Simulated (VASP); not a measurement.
# MgH2 (I4_1/amd) in VASP: further runs, part 2 of 2

VASP 6.6.1.

### 3 Single point, PBE

INCAR reads:

```
SYSTEM = MgH2
PREC     = Accurate       ! precision mode
ENCUT    = 520            ! plane-wave cutoff, eV
EDIFF    = 1E-7           ! SCF threshold, eV
ISMEAR   = 1              ! smearing method
SIGMA    = 0.02           ! smearing width, eV
LREAL    = .False.        ! projectors in reciprocal space
LASPH    = .True.         ! aspherical terms in the spheres
NELM     = 80             ! most SCF steps
ALGO     = Normal         ! electronic algorithm
ISIF     = 2              ! what is computed and relaxed
LWAVE    = .False.        ! write WAVECAR
LCHARG   = .False.        ! write CHGCAR
GGA      = PE             ! functional
NBANDS   = 13             ! bands
```

KPOINTS reads:

```
regular mesh
0
Gamma
  8 8 8
  0 0 0
```

POSCAR reads:

```
MgH2
1.0
   -1.9054829554      1.9054829554      4.7257189714
    1.9054829554     -1.9054829554      4.7257189714
    1.9054829554      1.9054829554     -4.7257189714
Mg H
2 4
Direct
    0.2500000000      0.7500000000      0.5000000000
    0.5000000000      0.5000000000      0.0000000000
    0.4602543476      0.9602543476      0.5000000000
    0.7102543476      0.7102543476      0.0000000000
    0.0397456524      0.5397456524      0.5000000000
    0.2897456524      0.2897456524      0.0000000000
```

Potentials or basis: VASP PAW PBE potentials, release 64 (Mg, H).

Launch:

```
cat potpaw_PBE.64/Mg/POTCAR potpaw_PBE.64/H/POTCAR > POTCAR
mpirun -np 1 vasp_std > vasp.out
```

OUTCAR:

```text
SYSTEM = MgH2
   PREC = Accurate
   ENCUT = 520
   EDIFF = 1E-7
   ISMEAR = 1
   LREAL = .False.
   LASPH = .True.
   NELM = 80
   ISIF = 2
   GGA = PE

 ion  position               nearest neighbor table
   1  0.250  0.750  0.500-   4 1.94   6 1.94   6 1.94   4 1.94   3 1.99   5 1.99   2 3.04   2 3.04
                             2 3.04   2 3.04
   2  0.500  0.500  0.000-   3 1.94   5 1.94   5 1.94   3 1.94   4 1.99   6 1.99   1 3.04   1 3.04
                             1 3.04   1 3.04
   3  0.460  0.960  0.500-   2 1.94   2 1.94   1 1.99
   4  0.710  0.710  0.000-   1 1.94   1 1.94   2 1.99
   5  0.040  0.540  0.500-   2 1.94   2 1.94   1 1.99
   6  0.290  0.290  0.000-   1 1.94   1 1.94   2 1.99
[... 594 lines left out ...]
  Total       -0.1041230     -0.1041230     -0.1048298      0.0000000     -0.0000000      0.0000000
  in kB       -2.4306315     -2.4306315     -2.4471317      0.0000000     -0.0000000      0.0000000
  external PRESSURE =      -2.4361316 kB  Pullay stress =       0.0000000 kB

 VOLUME and BASIS-vectors are now :
 -----------------------------------------------------------------------------
  energy-cutoff  :      520.00
  volume of cell :       68.63
      direct lattice vectors                 reciprocal lattice vectors
    -1.905482955  1.905482955  4.725718971     0.000000000  0.262400668  0.105804006
     1.905482955 -1.905482955  4.725718971     0.262400668  0.000000000  0.105804006
     1.905482955  1.905482955 -4.725718971     0.262400668  0.262400668  0.000000000

 POSITION                                       TOTAL-FORCE (eV/Angst)
 -----------------------------------------------------------------------------------
      1.90548      0.00000      2.36286        -0.000000     -0.000000      0.000000
      0.00000      0.00000      4.72572        -0.000000     -0.000000      0.000000
      1.90548      0.00000      4.35007        -0.000000      0.000000      0.000416
      0.00000      0.00000      6.71292         0.000000     -0.000000      0.000416
      1.90548     -0.00000      0.37565        -0.000000      0.000000     -0.000416
      0.00000      0.00000      2.73851         0.000000     -0.000000     -0.000416
 -----------------------------------------------------------------------------------
    total drift:                               -0.000000      0.000000      0.000000

  FREE ENERGIE OF THE ION-ELECTRON SYSTEM (eV)
  ---------------------------------------------------
  free  energy   TOTEN  =       -17.4700473948 eV

  energy  without entropy=      -17.4700517366  energy(sigma->0) =      -17.47004884
```

OSZICAR:

```text
N       E                     dE             d eps       ncg     rms          rms(c)
DAV:   1    -0.237432441225E+00   -0.23743E+00   -0.28480E+03  1534   0.462E+02
DAV:   2    -0.179259390521E+02   -0.17689E+02   -0.17011E+02  1910   0.730E+01
DAV:   3    -0.188153549557E+02   -0.88942E+00   -0.88808E+00  1996   0.157E+01
DAV:   4    -0.188196411082E+02   -0.42862E-02   -0.42860E-02  1754   0.120E+00
DAV:   5    -0.188196989377E+02   -0.57829E-04   -0.57829E-04  1974   0.142E-01    0.667E+00
DAV:   6    -0.178021477505E+02    0.10176E+01   -0.62970E-01  1729   0.330E+00    0.342E+00
DAV:   7    -0.174555948614E+02    0.34655E+00   -0.92791E-01  1759   0.430E+00    0.550E-01
DAV:   8    -0.174708666989E+02   -0.15272E-01   -0.35529E-02  1709   0.908E-01    0.187E-01
DAV:   9    -0.174699620782E+02    0.90462E-03   -0.16107E-03  1924   0.180E-01    0.260E-02
DAV:  10    -0.174700632762E+02   -0.10120E-03   -0.29508E-04  1757   0.852E-02    0.277E-02
DAV:  11    -0.174700470729E+02    0.16203E-04   -0.36695E-05  1904   0.228E-02    0.245E-03
DAV:  12    -0.174700473744E+02   -0.30155E-06   -0.15049E-06  1774   0.691E-03    0.489E-04
DAV:  13    -0.174700473948E+02   -0.20405E-07   -0.18573E-08  1307   0.726E-04
   1 F= -.17470047E+02 E0= -.17470049E+02  d E =0.434174E-05
```

Wall time 68 s (1 thread of Intel Xeon 6975P-C (Granite Rapids), shared host); peak memory 0.25 GiB.

What came out:

```
Free energy            : -17.4700 eV
Pressure               : -0.2 GPa
Band gap on the k mesh : 3.51 eV, indirect (least direct gap 4.76 eV)
```

Levels at points of the mesh, in eV from the valence-band top:
| k point | band 1 | band 2 | band 3 | band 4 | band 5 | band 6 | band 7 | band 8 | band 9 |
| --- | --- | --- | --- | --- | --- | --- | --- | --- | --- |
| (0.00, 0.00, 0.00) | -6.66 | -1.98 | -1.76 | 0.00 | 4.78 | 6.57 | 6.57 | 7.08 | 7.08 |
| (0.50, 0.00, 0.00) | -4.74 | -3.57 | -2.44 | -0.88 | 4.14 | 6.76 | 7.15 | 7.67 | 8.88 |
| (0.50, 0.50, 0.00) | -2.87 | -2.87 | -2.43 | -2.43 | 3.56 | 3.56 | 5.94 | 5.94 | 7.24 |
| (0.50, 0.50, 0.50) | -5.24 | -5.24 | -0.28 | -0.28 | 5.34 | 5.34 | 8.71 | 8.71 | 10.45 |

A k mesh can miss the band edges. Expect the measured gap to be larger: semilocal functionals such as PBE lack the derivative discontinuity.

### 4 Relaxation of cell and atoms, PBE

INCAR reads:

```
ALGO = Normal
EDIFF = 1E-6
EDIFFG = -0.01
ENCUT = 600
GGA = PE
IBRION = 2
ISIF = 3
ISMEAR = 0
LASPH = T
LCHARG = F
LREAL = F
LWAVE = F
NELM = 60
NSW = 100
PREC = Accurate
SIGMA = 0.02
```

KPOINTS reads:

```
k-points
0
Gamma
  8 8 8
```

POSCAR reads:

```
MgH2
1.0
   -1.9056733047      1.9056733047      4.7223765543
    1.9056733047     -1.9056733047      4.7223765543
    1.9056733047      1.9056733047     -4.7223765543
Mg H
2 4
Direct
    0.2500000000      0.7500000000      0.5000000000
    0.5000000000      0.5000000000      0.0000000000
    0.4603442754      0.9603442754      0.5000000000
    0.7103442754      0.7103442754      0.0000000000
    0.0396557246      0.5396557246      0.5000000000
    0.2896557246      0.2896557246      0.0000000000
```

Potentials or basis: VASP PAW PBE potentials, release 64 (Mg, H).

Launch:

```
cat potpaw_PBE.64/Mg/POTCAR potpaw_PBE.64/H/POTCAR > POTCAR
mpirun -np 1 vasp_std > vasp.out
```

OUTCAR:

```text
EDIFF = 1E-6
   EDIFFG = -0.01
   ENCUT = 600
   GGA = PE
   IBRION = 2
   ISIF = 3
   ISMEAR = 0
   LASPH = T
   LREAL = F
   NELM = 60
   NSW = 100
   PREC = Accurate

 ion  position               nearest neighbor table
   1  0.250  0.750  0.500-   6 1.94   4 1.94   6 1.94   4 1.94   3 1.99   5 1.99   2 3.03   2 3.03
                             2 3.03   2 3.03
   2  0.500  0.500  0.000-   5 1.94   3 1.94   5 1.94   3 1.94   4 1.99   6 1.99   1 3.03   1 3.03
                             1 3.03   1 3.03
   3  0.460  0.960  0.500-   2 1.94   2 1.94   1 1.99
   4  0.710  0.710  0.000-   1 1.94   1 1.94   2 1.99
   5  0.040  0.540  0.500-   2 1.94   2 1.94   1 1.99
[... 527 lines left out ...]
  Total       -0.0415080     -0.0415080     -0.0283900      0.0000000      0.0000000      0.0000000
  in kB       -0.9709443     -0.9709443     -0.6640921      0.0000000      0.0000000      0.0000000
  external PRESSURE =      -0.8686602 kB  Pullay stress =       0.0000000 kB

 VOLUME and BASIS-vectors are now :
 -----------------------------------------------------------------------------
  energy-cutoff  :      600.00
  volume of cell :       68.49
      direct lattice vectors                 reciprocal lattice vectors
    -1.904640880  1.904640880  4.720213889     0.000000000  0.262516680  0.105927403
     1.904640880 -1.904640880  4.720213889     0.262516680  0.000000000  0.105927403
     1.904640880  1.904640880 -4.720213889     0.262516680  0.262516680  0.000000000

 POSITION                                       TOTAL-FORCE (eV/Angst)
 -----------------------------------------------------------------------------------
      1.90464     -0.00000      2.36011        -0.000000     -0.000000      0.000000
      1.90464      1.90464      0.00000        -0.000000     -0.000000     -0.000000
      1.90464      0.00000      4.34582         0.000000     -0.000000      0.001143
      1.90464      1.90464      1.98571        -0.000000      0.000000      0.001143
      1.90464      0.00000      0.37439         0.000000     -0.000000     -0.001143
      1.90464      1.90464     -1.98571        -0.000000      0.000000     -0.001143
 -----------------------------------------------------------------------------------
    total drift:                                0.000000      0.000000     -0.000000

  FREE ENERGIE OF THE ION-ELECTRON SYSTEM (eV)
  ---------------------------------------------------
  free  energy   TOTEN  =       -17.4717398610 eV

  energy  without entropy=      -17.4717398610  energy(sigma->0) =      -17.47173986

 reached required accuracy - stopping structural energy minimisation
```

Wall time 82 s (1 thread of Intel Xeon 6975P-C (Granite Rapids), shared host); peak memory 0.33 GiB.

Results:

```yaml
Free_energy: -17.4717 eV
Relaxed_volume: 11.42 Å³/atom
Relaxed_cell: a = 5.435 Å, b = 5.435 Å, c = 5.435 Å, α = 138.97°, β = 138.97°, γ = 59.42°
Space_group_after_relaxing_to_0.05_Å: I4_1/amd (No. 141)
Energy_gained_by_relaxing: 0.0 meV/atom
Ionic_steps: 2
Pressure_after_relaxing: -0.1 GPa
Band_gap_on_the_k_mesh: 3.52 eV, indirect (least direct gap 4.77 eV)
```

Final structure:
```
Mg H
1.0
    -1.90464    1.90464    4.72021
     1.90464   -1.90464    4.72021
     1.90464    1.90464   -4.72021
Mg H
2 4
Direct
  0.25000 0.75000 0.50000
  0.50000 0.50000 0.00000
  0.46034 0.96034 0.50000
  0.71034 0.71034 0.00000
  0.03966 0.53966 0.50000
  0.28966 0.28966 0.00000
```

Levels at points of the mesh, in eV from the valence-band top:
```csv
k point,band 2,band 3,band 4,band 5,band 6,band 7
"(0.00, 0.00, 0.00)",-1.98,-1.75,0.00,4.78,6.58,6.58
"(0.50, 0.00, 0.00)",-3.57,-2.44,-0.88,4.15,6.78,7.15
"(0.50, 0.50, 0.00)",-2.88,-2.43,-2.43,3.56,3.56,5.95
"(0.50, 0.50, 0.50)",-5.24,-0.28,-0.28,5.34,5.34,8.72
```

A k mesh can miss the band edges.

### 5 Summary

| task | cell | cutoff (eV) | smearing | gap on the mesh (eV) | pressure (GPa) |
| --- | --- | --- | --- | --- | --- |
| single point | a = 5.440 Å, angles 139.0, 139.0, 59.4°, 6 atoms | 520 | gaussian 0.02 eV | 3.51 | -0.2 |
| single point | a = 5.440 Å, angles 139.0, 139.0, 59.4°, 6 atoms | 520 | methfessel-paxton 0.02 eV | 3.51 | -0.2 |
| relaxation of cell and atoms | relaxed from a = 5.437 Å, angles 139.0, 139.0, 59.4°, 6 atoms | 600 | gaussian 0.02 eV | 3.52 | -0.1 |

Alike in all rows: level PBE; potentials or basis VASP PAW PBE potentials, release 64 (Mg, H); no spin polarisation; k mesh 8 × 8 × 8.

Total energies depend on the potentials used, so only differences within one code and one set of settings carry meaning.
